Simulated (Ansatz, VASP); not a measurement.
**BN in VASP and in Ansatz**

POSCAR

```
BN
1.0
    2.4413919117      0.0000000000      0.0000000000
   -1.2206959559      2.1143074161      0.0000000000
    0.0000000000      0.0000000000      6.9942600000
B N
2 2
Direct
    0.3333333333      0.6666666667      0.2500000000
    0.6666666667      0.3333333333      0.7500000000
    0.3333333333      0.6666666667      0.7500000000
    0.6666666667      0.3333333333      0.2500000000
```

File INCAR.step1:

```
  PREC = Accurate
  ENCUT = 520
  ISMEAR = 0
  SIGMA = 0.05
  LREAL = False
  LASPH = True
  NELM = 60
  NBANDS = 16
  GGA = PE
  ALGO = Normal
  EDIFF = 1E-4
  LWAVE = True
  LCHARG = False
```

Contents of INCAR.step2:

```
  PREC = Accurate
  ENCUT = 520
  EDIFF = 1E-6
  ISMEAR = 0
  SIGMA = 0.05
  LREAL = False
  LASPH = True
  NELM = 60
  ALGO = Normal
  ISIF = 2
  LWAVE = False
  LCHARG = True
  METAGGA = R2SCAN
  LMIXTAU = True
  LELF = True
  LVHAR = True
  NBANDS = 16
  ISTART = 1
```

KPOINTS

```
Automatic mesh
0
Gamma
  12 12 4
```

Input for Ansatz:

```yaml
crystal:
  lattice:
    - [2.4413919117, 0.0, 0.0]
    - [-1.2206959559, 2.1143074161, 0.0]
    - [0.0, 0.0, 6.99426]
  atoms:
    - { symbol: B, position: [0.3333333333, 0.6666666667, 0.25] }
    - { symbol: B, position: [0.6666666667, 0.3333333333, 0.75] }
    - { symbol: "N", position: [0.3333333333, 0.6666666667, 0.75] }
    - { symbol: "N", position: [0.6666666667, 0.3333333333, 0.25] }
basis:
  ecutwfc: 500
kpoints:
  mp_grid: { grid: [12, 12, 4] }
hamiltonian:
  xc: r2scan
scf:
  occupations: { method: gaussian, width: 0.05 }
output:
  forces: true
  stress: true
  eigenvalues: true
```

Change from the starting cell: strain -0.025 along x and y, +0.050 along z, atoms carried along.

Alike in both runs: task single point; functional r2SCAN; k mesh 12 × 12 × 4; occupations gaussian, width 0.05 eV; no spin polarisation.

|  | VASP | Ansatz |
| --- | --- | --- |
| version | VASP 6.6.1 | Ansatz 0.2.0 |
| potentials or method | VASP PAW PBE potentials, release 64 (B, N), cutoff 520 eV | scalar-relativistic, plane waves, PAW |
| valence electrons in the cell | 16 | 16 |

```tsv
	VASP	Ansatz	Ansatz less VASP
gap on the k mesh at the Fermi level (eV)	5.08	5.04	-0.042
least direct gap on the mesh (eV)	5.58	5.51	-0.069
pressure (GPa)	19.1	18.7	-0.41
traceless stress, the component that is largest in VASP (GPa)	-19.70	-18.97	+0.724
```

VASP's potentials were made for PBE, not for r2SCAN.
